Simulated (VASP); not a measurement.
# ZnF2 (P4_2/mnm) in VASP: settings compared

The runs below take ZnF2 through relaxation of cell and atoms, with PBEsol, LDA.

Program: VASP 6.6.1. These are calculated values, not measurements. Logs are shortened: lines on timing, memory, paths and dates and some standing lists are left out, and cuts for length are marked.

**1. The cell of the first run**

It takes space group P4_2/mnm (No. 136, tetragonal). The conventional cell has a = 4.800 Å, b = 4.800 Å, c = 3.175 Å, α = 90.00°, β = 90.00°, γ = 90.00°. Within 2.7 Å of Zn (site symmetry mmm) lie 6 F at 2.07 Å. Within 2.7 Å of F (site symmetry m2m) lie 3 Zn at 2.07 Å and 1 F at 2.66 Å.

**2. Relaxation of cell and atoms, PBEsol**

INCAR

```
SYSTEM = ZnF2
PREC = Accurate
ENCUT = 600
EDIFF = 1E-7
ISMEAR = -1
SIGMA = 0.02
LREAL = .FALSE.
LASPH = .TRUE.
NELM = 120
ALGO = Normal
ISIF = 3
LWAVE = .FALSE.
LCHARG = .FALSE.
GGA = PS
IBRION = 2
NSW = 80
EDIFFG = -0.005
GGA_COMPAT = .FALSE.
NELMIN = 4
```

KPOINTS

```
Automatic mesh
0
G
  6 6 8
  0 0 0
```

POSCAR

```
ZnF2
1.0
    4.8000350885      0.0000000000      0.0000000000
    0.0000000000      4.8000350885      0.0000000000
    0.0000000000      0.0000000000      3.1754914817
Zn F
2 4
Direct
    0.0000000000      0.0000000000      0.0000000000
    0.5000000000      0.5000000000      0.5000000000
    0.3043835385      0.3043835385      0.0000000000
    0.1956164615      0.8043835385      0.5000000000
    0.6956164615      0.6956164615      0.0000000000
    0.8043835385      0.1956164615      0.5000000000
```

Potentials or basis: VASP PAW PBE potentials, release 64 (Zn, F).

Launch:

```bash
$ cat potpaw_PBE.64/Zn/POTCAR potpaw_PBE.64/F/POTCAR > POTCAR
$ mpirun -np 1 vasp_std > vasp.out
```

OUTCAR:

```text
SYSTEM = ZnF2
   PREC = Accurate
   ENCUT = 600
   EDIFF = 1E-7
   ISMEAR = -1
   LREAL = .FALSE.
   LASPH = .TRUE.
   NELM = 120
   ISIF = 3
   GGA = PS
   IBRION = 2
   NSW = 80
   EDIFFG = -0.005
   NELMIN = 4

 ion  position               nearest neighbor table
   1  0.000  0.000  0.000-   3 2.07   5 2.07   4 2.07   6 2.07   4 2.07   6 2.07
   2  0.500  0.500  0.500-   4 2.07   6 2.07   5 2.07   3 2.07   3 2.07   5 2.07
   3  0.304  0.304  0.000-   1 2.07   2 2.07   2 2.07
   4  0.196  0.804  0.500-   2 2.07   1 2.07   1 2.07
   5  0.696  0.696  0.000-   1 2.07   2 2.07   2 2.07
   6  0.804  0.196  0.500-   2 2.07   1 2.07   1 2.07

  LATTYP: Found a simple tetragonal cell.
 ALAT       =     4.8000350885
 C/A-ratio  =     0.6615558893

  Lattice vectors:

 A1 = (   4.8000350885,   0.0000000000,   0.0000000000)
 A2 = (   0.0000000000,   4.8000350885,   0.0000000000)
 A3 = (   0.0000000000,   0.0000000000,   3.1754914817)

Analysis of symmetry for initial positions (statically):
=====================================================================
 Subroutine PRICEL returns:
 Original cell was already a primitive cell.

 Routine SETGRP: Setting up the symmetry group for a
 simple tetragonal supercell.

 Subroutine GETGRP returns: Found 16 space group operations
 (whereof  8 operations were pure point group operations)
 out of a pool of 16 trial point group operations.

The static configuration has the point symmetry D_2h.
 The point group associated with its full space group is D_4h.

Analysis of symmetry for dynamics (positions and initial velocities):
=====================================================================
 Subroutine PRICEL returns:
 Original cell was already a primitive cell.

 Routine SETGRP: Setting up the symmetry group for a
 simple tetragonal supercell.

 Subroutine GETGRP returns: Found 16 space group operations
 (whereof  8 operations were pure point group operations)
 out of a pool of 16 trial point group operations.

The dynamic configuration has the point symmetry D_2h.
 The point group associated with its full space group is D_4h.

 Subroutine INISYM returns: Found 16 space group operations
 (whereof  8 operations are pure point group operations),
 and found     1 'primitive' translations

----------------------------------------------------------------------------------------

                                     Primitive cell

  volume of cell :      73.1644

  direct lattice vectors                    reciprocal lattice vectors
     4.800035088  0.000000000  0.000000000     0.208331810  0.000000000  0.000000000
     0.000000000  4.800035088  0.000000000     0.000000000  0.208331810  0.000000000
     0.000000000  0.000000000  3.175491482     0.000000000  0.000000000  0.314911882

  length of vectors
     4.800035088  4.800035088  3.175491482     0.208331810  0.208331810  0.314911882

  position of ions in fractional coordinates (direct lattice)
     0.000000000  0.000000000  0.000000000
     0.500000000  0.500000000  0.500000000
     0.304383538  0.304383538  0.000000000
     0.195616462  0.804383538  0.500000000
     0.695616462  0.695616462  0.000000000
     0.804383538  0.195616462  0.500000000

  ion indices of the primitive-cell ions
   primitive index   ion index
                 1           1
                 2           2
                 3           3
                 4           4
                 5           5
                 6           6

----------------------------------------------------------------------------------------

 KPOINTS: Automatic mesh

Automatic generation of k-mesh.
 Grid dimensions read from file:
 generate k-points for:    6    6    8

 Generating k-lattice:

  Cartesian coordinates                     Fractional coordinates (reciprocal lattice)
     0.034721968  0.000000000  0.000000000     0.166666667  0.000000000  0.000000000
     0.000000000  0.034721968  0.000000000     0.000000000  0.166666667  0.000000000
     0.000000000  0.000000000  0.039363985     0.000000000  0.000000000  0.125000000

  Length of vectors
     0.034721968  0.034721968  0.039363985

  Shift w.r.t. Gamma in fractional coordinates (k-lattice)
     0.000000000  0.000000000  0.000000000

 Subroutine IBZKPT returns following result:
 ===========================================

 Found     50 irreducible k-points:

 Following reciprocal coordinates:
            Coordinates               Weight
  0.000000  0.000000  0.000000      1.000000
  0.166667  0.000000  0.000000      4.000000
  0.333333  0.000000  0.000000      4.000000
  0.500000  0.000000  0.000000      2.000000
  0.166667  0.166667  0.000000      4.000000
  0.333333  0.166667  0.000000      8.000000
[... 16 lines left out ...]
  0.333333  0.000000  0.250000      8.000000
  0.500000  0.000000  0.250000      4.000000
 [... further k-points ...]
   k-points           NKPTS =     50   k-points in BZ     NKDIM =     50   number of bands    NBANDS=     31
   number of dos      NEDOS =    301   number of ions     NIONS =      6
   total plane-waves  NPLWV =  44800
   dimension x,y,z NGX =    40 NGY =   40 NGZ =   28
   dimension x,y,z NGXF=    80 NGYF=   80 NGZF=   56
   ions per type =               2   4
   NGX,Y,Z   is equivalent  to a cutoff of  13.85, 13.85, 14.66 a.u.
   NGXF,Y,Z  is equivalent  to a cutoff of  27.71, 27.71, 29.32 a.u.
 SYSTEM =  ZnF2
   PREC   = accura    normal or accurate (medium, high low for compatibility)
   ISTART =      0    job   : 0-new  1-cont  2-samecut
   ICHARG =      2    charge: 1-file 2-atom 10-const
   ISPIN  =      1    spin polarized calculation?
   LNONCOLLINEAR =      F non collinear calculations
   LSORBIT =      F    spin-orbit coupling
   LASPH  =      T    aspherical Exc in radial PAW
   ENCUT  =  600.0 eV  44.10 Ry    6.64 a.u.   9.59  9.59  6.34*2*pi/ulx,y,z
   NELM   =    120;   NELMIN=  4; NELMDL= -5     # of ELM steps
   EDIFF  = 0.1E-06   stopping-criterion for ELM
   LREAL  =      F    real-space projection
   EDIFFG = -.5E-02   stopping-criterion for IOM
   NSW    =     80    number of steps for IOM
   IBRION =      2    ionic relax: 0-MD 1-quasi-New 2-CG
   NFREE  =      1    steps in history (QN), initial steepest desc. (CG)
   ISIF   =      3    stress and relaxation
   ISYM   =      2    0-nonsym 1-usesym 2-fastsym
   POTIM  = 0.5000    time-step for ionic-motion
   TEBEG  =    0.0;   TEEND  =   0.0 temperature during run
   PSTRESS=    0.0 pullay stress
   NELECT =      52.0000    total number of electrons
   NUPDOWN=      -1.0000    fix difference up-down
   EMIN   =  10.00;   EMAX   =-10.00  energy-range for DOS
   EFERMI =   0.00;   METHOD = LEGACY
   ISMEAR =    -1;   SIGMA  =   0.02  broadening in eV -4-tet -1-fermi 0-gaus
   EFERMI_NEDOS =   21; number of points for ismear=-14 and -15
   IALGO  =     38    algorithm
   IMIX   =      4    mixing-type and parameters
     AMIX     =   0.40;   BMIX     =  1.00
     AMIX_MAG =   1.60;   BMIX_MAG =  1.00
  volume/ion in A,a.u.               =      12.19        82.29
  Fermi-wavevector in a.u.,A,eV,Ry     =   1.460975  2.760842 29.040914  2.134447
  Thomas-Fermi vector in A             =   2.577361
   LORBIT       =      0    0 simple, 1 ext, 2 COOP (PROOUT), +10 PAW based schemes
   GGA     = PS    functional components
   LHFCALC =     F    Hartree Fock is set to
   AEXX    =    0.0000 exact exchange contribution
   IVDW    =     0    specifies the selected vdW correction
   LEPSILON=     F    determine dielectric tensor
   LRPA    =     F    only Hartree local field effects (RPA)
 conjugate gradient relaxation of ions
 non-spin polarized calculation
  energy-cutoff  :      600.00
  volume of cell :       73.16
 maximum number of plane-waves:      2480
 NGX is ok and might be reduce to    40
   NGX = 19   NGY = 19   NGZ = 13

--------------------------------------- Ionic step        1  -------------------------------------------

 number of electron      51.9999974 magnetization

 Free energy of the ion-electron system (eV)
  ---------------------------------------------------
  ext. energy  EPLUGINS =         0.00000000
  ---------------------------------------------------
  free energy    TOTEN  =       -24.68089844 eV

  energy without entropy =      -24.68089844  energy(sigma->0) =      -24.68089844

------------------------ aborting loop because EDIFF is reached ----------------------------------------

  FORCE on cell =-STRESS in cart. coord.  units (eV):
  Direction    XX          YY          ZZ          XY          YZ          ZX
  --------------------------------------------------------------------------------------
  -------------------------------------------------------------------------------------
  Total       -2.0641303     -2.0641303     -2.3894763     -0.0000000      0.0000000      0.0000000
  in kB      -45.2009857    -45.2009857    -52.3255169     -0.0000000      0.0000000      0.0000000
  external PRESSURE =     -47.5758295 kB  Pullay stress =       0.0000000 kB

 VOLUME and BASIS-vectors are now :
 -----------------------------------------------------------------------------
  energy-cutoff  :      600.00
  volume of cell :       73.16
      direct lattice vectors                 reciprocal lattice vectors
     4.800035088  0.000000000  0.000000000     0.208331810  0.000000000  0.000000000
     0.000000000  4.800035088  0.000000000     0.000000000  0.208331810  0.000000000
     0.000000000  0.000000000  3.175491482     0.000000000  0.000000000  0.314911882
[... 241 lines left out ...]
 POSITION                                       TOTAL-FORCE (eV/Angst)
 -----------------------------------------------------------------------------------
      0.00000      0.00000      0.00000         0.000000      0.000000      0.000000
      2.36007      2.36007      1.56750         0.000000      0.000000      0.000000
      1.43312      1.43312      0.00000         0.002795      0.002795      0.000000
      0.92696      3.79319      1.56750        -0.002795      0.002795      0.000000
      3.28703      3.28703      0.00000        -0.002795     -0.002795     -0.000000
      3.79319      0.92696      1.56750         0.002795     -0.002795      0.000000
 -----------------------------------------------------------------------------------
    total drift:                                0.000000     -0.000000     -0.000000

  FREE ENERGIE OF THE ION-ELECTRON SYSTEM (eV)
  ---------------------------------------------------
  free  energy   TOTEN  =       -24.7311295555 eV

  energy  without entropy=      -24.7311295555  energy(sigma->0) =      -24.73112956

--------------------------------------- Ionic step        8  -------------------------------------------

 number of electron      52.0000002 magnetization

 Free energy of the ion-electron system (eV)
  ---------------------------------------------------
  ext. energy  EPLUGINS =         0.00000000
  ---------------------------------------------------
  free energy    TOTEN  =       -24.73114065 eV

  energy without entropy =      -24.73114065  energy(sigma->0) =      -24.73114065

 E-fermi :  -0.9417     XC(G=0): -10.5122

 val. band max:       -1.3305701574   @ k =   0.0000   0.0000   0.0000
 cond. band min:       2.0241963021   @ k =   0.0000   0.0000   0.0000
 fundamental gap:      3.3547664595
 Fermi energy:        -0.9416809557

 k-point     1 :       0.0000    0.0000    0.0000
  band No.  band energies     occupation
      1     -23.0622      2.00000
      2     -22.2775      2.00000
      3     -22.2775      2.00000
      4     -22.2460      2.00000
      5      -7.5870      2.00000
      6      -6.6732      2.00000
[... 805 lines left out ...]
     30       9.9079      0.00000
     31      11.3139      0.00000

 [... further k-points ...]

------------------------ aborting loop because EDIFF is reached ----------------------------------------

  FORCE on cell =-STRESS in cart. coord.  units (eV):
  Direction    XX          YY          ZZ          XY          YZ          ZX
  --------------------------------------------------------------------------------------
  -------------------------------------------------------------------------------------
  Total       -0.0133164     -0.0133164      0.0072475     -0.0000000      0.0000000      0.0000000
  in kB       -0.3053850     -0.3053850      0.1662078     -0.0000000      0.0000000      0.0000000
  external PRESSURE =      -0.1481874 kB  Pullay stress =       0.0000000 kB

 VOLUME and BASIS-vectors are now :
 -----------------------------------------------------------------------------
  energy-cutoff  :      600.00
  volume of cell :       69.86
      direct lattice vectors                 reciprocal lattice vectors
     4.719872189 -0.000000000  0.000000000     0.211870144 -0.000000000  0.000000000
     0.000000000  4.719872189  0.000000000     0.000000000  0.211870144  0.000000000
     0.000000000  0.000000000  3.136087009     0.000000000  0.000000000  0.318868704

 POSITION                                       TOTAL-FORCE (eV/Angst)
 -----------------------------------------------------------------------------------
      0.00000      0.00000      0.00000         0.000000     -0.000000      0.000000
      2.35994      2.35994      1.56804         0.000000     -0.000000      0.000000
      1.43321      1.43321      0.00000         0.002220      0.002220     -0.000000
      0.92672      3.79315      1.56804        -0.002220      0.002220      0.000000
      3.28666      3.28666      0.00000        -0.002220     -0.002220      0.000000
      3.79315      0.92672      1.56804         0.002220     -0.002220      0.000000
 -----------------------------------------------------------------------------------
    total drift:                                0.000000      0.000000     -0.000000

  FREE ENERGIE OF THE ION-ELECTRON SYSTEM (eV)
  ---------------------------------------------------
  free  energy   TOTEN  =       -24.7311406475 eV

  energy  without entropy=      -24.7311406474  energy(sigma->0) =      -24.73114065

 reached required accuracy - stopping structural energy minimisation
```

It took 4.3 min on 1 thread of Intel Xeon 6975P-C (Granite Rapids), shared host; peak memory 0.27 GiB.

What came out:

```yaml
Free_energy: -24.7311 eV
Relaxed_volume: 11.64 Å³/atom
Relaxed_cell: a = 4.720 Å, b = 4.720 Å, c = 3.136 Å, α = 90.00°, β = 90.00°, γ = 90.00°
Space_group_after_relaxing_to_0.1_Å: P4_2/mnm (No. 136)
Energy_gained_by_relaxing: 8.4 meV/atom
Ionic_steps: 8
Pressure_after_relaxing: 0.0 GPa
Largest_force_after_relaxing: 0.003 eV/Å
Band_gap_on_the_k_mesh: 3.35 eV
```

Forces on the atoms (eV/Å):
```
Zn   0.000  0.000  0.000
Zn   0.000  0.000  0.000
F    0.002  0.002  0.000
F   -0.002  0.002  0.000
F   -0.002 -0.002  0.000
F    0.002 -0.002  0.000
```

Step by step:
```csv
step,energy change (eV),largest force (eV/Å),pressure (GPa),volume (Å³)
1,0.0000,0.0486,-4.76,73.16
2,-0.0468,0.0757,1.04,69.40
3,-0.0489,0.0522,-0.05,70.02
4,-0.0496,0.0329,-0.07,69.96
5,-0.0502,0.0082,0.00,69.83
6,-0.0502,0.0054,0.00,69.84
7,-0.0502,0.0040,0.02,69.85
8,-0.0502,0.0031,-0.01,69.86
```

Final structure:
```
Zn F
1.0
     4.71987    0.00000    0.00000
     0.00000    4.71987    0.00000
     0.00000    0.00000    3.13609
Zn F
2 4
Direct
  0.00000 0.00000 0.00000
  0.50000 0.50000 0.50000
  0.30366 0.30366 0.00000
  0.19634 0.80366 0.50000
  0.69634 0.69634 0.00000
  0.80366 0.19634 0.50000
```

Caveat: the PAW data sets were made with another functional, which shifts forces and pressure a little.

**3. Relaxation of cell and atoms, LDA**

INCAR

```
PREC = Accurate
ENCUT = 600
EDIFF = 1E-7
ISMEAR = -1
SIGMA = 0.02
LREAL = False
LASPH = True
NELM = 120
ALGO = Normal
ISIF = 3
LWAVE = False
LCHARG = False
GGA = CA
IBRION = 2
NSW = 80
EDIFFG = -0.005
GGA_COMPAT = False
NELMIN = 4
```

KPOINTS

```
regular mesh
0
Gamma
  6 6 8
```

POSCAR is that of step 2.

Potentials or basis: VASP PAW LDA potentials, release 64 (Zn, F).

Launch:

```bash
$ cat potpaw_LDA.64/Zn/POTCAR potpaw_LDA.64/F/POTCAR > POTCAR
$ mpirun -np 1 vasp_std > vasp.out
```

Run time: 6.1 min. Hardware: 1 thread of Intel Xeon 6975P-C (Granite Rapids), shared host; peak memory 0.25 GiB.

It converged, with:

```yaml
Free_energy: -27.0687 eV
Relaxed_volume: 11.08 Å³/atom
Relaxed_cell: a = 4.632 Å, b = 4.632 Å, c = 3.097 Å, α = 90.00°, β = 90.00°, γ = 90.00°
Space_group_after_relaxing_to_0.1_Å: P4_2/mnm (No. 136)
Energy_gained_by_relaxing: 38.4 meV/atom
Ionic_steps: 13
Pressure_after_relaxing: 0.0 GPa
Band_gap_on_the_k_mesh: 3.39 eV
```

The path:
```csv
step,energy change (eV),largest force (eV/Å),pressure (GPa),volume (Å³)
1,0.0000,0.1042,-10.17,73.16
2,-0.2089,0.1937,3.20,65.27
3,-0.2242,0.1213,-0.10,66.75
4,-0.2282,0.0665,-0.08,66.62
5,-0.2299,0.0457,0.16,66.34
6,-0.2303,0.0120,0.11,66.42
7,-0.2303,0.0088,0.08,66.43
8,-0.2303,0.0071,-0.09,66.49
9,-0.2303,0.0066,-0.09,66.51
10,-0.2303,0.0058,-0.17,66.53
11,-0.2303,0.0061,-0.14,66.51
12,-0.2304,0.0021,-0.06,66.49
13,-0.2304,0.0018,-0.01,66.46
```

Final structure:
```
CELL_PARAMETERS angstrom
4.63233 0.00000 0.00000
0.00000 4.63233 0.00000
0.00000 0.00000 3.09719
ATOMIC_POSITIONS crystal
Zn 0.00000 0.00000 0.00000
Zn 0.50000 0.50000 0.50000
F 0.30328 0.30328 0.00000
F 0.19672 0.80328 0.50000
F 0.69672 0.69672 0.00000
F 0.80328 0.19672 0.50000
```

Levels at points of the mesh, in eV from the valence-band top:
| k point | band 22 | band 23 | band 24 | band 25 | band 26 | band 27 | band 28 | band 29 | band 30 | band 31 |
| --- | --- | --- | --- | --- | --- | --- | --- | --- | --- | --- |
| (0.00, 0.00, 0.00) | -1.74 | -1.36 | -0.39 | -0.39 | 0.00 | 3.39 | 9.37 | 9.37 | 9.42 | 13.18 |
| (0.50, 0.00, 0.00) | -1.79 | -0.69 | -0.69 | -0.49 | -0.49 | 6.07 | 6.07 | 10.31 | 10.31 | 12.92 |
| (0.50, 0.50, 0.00) | -1.63 | -1.39 | -1.39 | -0.41 | -0.41 | 7.09 | 7.09 | 8.96 | 8.96 | 14.44 |
| (0.00, 0.00, 0.50) | -1.51 | -1.38 | -1.38 | -1.35 | -1.35 | 8.29 | 8.29 | 11.84 | 11.84 | 12.94 |
| (0.50, 0.00, 0.50) | -2.02 | -1.46 | -1.46 | -0.08 | -0.08 | 8.87 | 8.87 | 10.17 | 10.17 | 13.80 |
| (0.50, 0.50, 0.50) | -1.67 | -1.34 | -1.34 | -0.85 | -0.85 | 8.12 | 8.12 | 11.18 | 11.18 | 12.24 |

A k mesh can miss the band edges. LDA usually gives volumes a few per cent too small.
